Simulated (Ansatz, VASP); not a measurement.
# TaN: VASP beside Ansatz

```
CELL_PARAMETERS angstrom
2.93800 0.00000 0.00000
-1.46900 2.54438 0.00000
0.00000 0.00000 2.88300
ATOMIC_POSITIONS crystal
Ta 0.00000 0.00000 0.50000
N 0.66667 0.33333 0.00000
```

Alike in both runs: functional PBEsol-based screened hybrid with a share of 0.25 of exact exchange and HFSCREEN = 0.207; k mesh 5 × 5 × 5; occupations fermi-dirac, width 0.05 eV; no spin polarisation.

|  | VASP | Ansatz |
| --- | --- | --- |
| version | VASP 6.6.1 | Ansatz 0.2.0 |
| potentials or method | VASP PAW PBE potentials, release 64 (Ta_pv, N) | Ansatz PAW |
| plane-wave cutoff (eV) | 520 | 420 |
| valence electrons in the cell | 16 | 18 |
| task | single point | band structure |

|  | VASP | Ansatz | Ansatz less VASP |
| --- | --- | --- | --- |
| gap on the k mesh at the Fermi level (eV) | none | none | - |
| pressure (GPa) | -10.3 | -9.7 | +0.57 |
| traceless stress, the component that is largest in VASP (GPa) | -1.18 | -1.20 | -0.024 |

VASP's potentials were made for PBE, not for PBEsol-based screened hybrid. A gap of «none» marks a metal or a gap that the smearing closes. The functional is the same, so the differences come from potentials, cutoffs and numerics. VASP's potentials hold 16 valence electrons a cell and Ansatz's 18, so a difference there can come from the potentials and not from the codes.

The k mesh is coarse, so the values compare programs but aren't converged. Neither program's run includes spin-orbit coupling.
